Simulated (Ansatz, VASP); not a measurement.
**One calculation of SiC, two programs**

```xyz
2
Lattice="0.0000 2.1524 2.1524 2.1524 0.0000 2.1524 2.1524 2.1524 0.0000" Properties=species:S:1:pos:R:3 pbc="T T T"
Si    0.0000    0.0000    0.0000
C     1.0762    1.0762    1.0762
```

Alike in both runs: task single point; functional PBE; dispersion D3(BJ); k mesh 10 × 10 × 10; occupations gaussian, width 0.02 eV; no spin polarisation.

|  | VASP | Ansatz |
| --- | --- | --- |
| version | VASP 6.6.1 | Ansatz 0.2.0 |
| potentials or method | VASP PAW PBE potentials, release 64 (Si, C), cutoff 600 eV | scalar-relativistic, plane waves, PAW |
| valence electrons in the cell | 8 | 8 |

VASP gave:

```
gap on the k mesh at the Fermi level (eV) : 1.32
least direct gap on the mesh (eV)         : 4.58
pressure (GPa)                            : 6.9
```

Estimate Ansatz's values.

gap on the k mesh at the Fermi level (eV): 1.32; least direct gap on the mesh (eV): 4.58; pressure (GPa): 7.1.
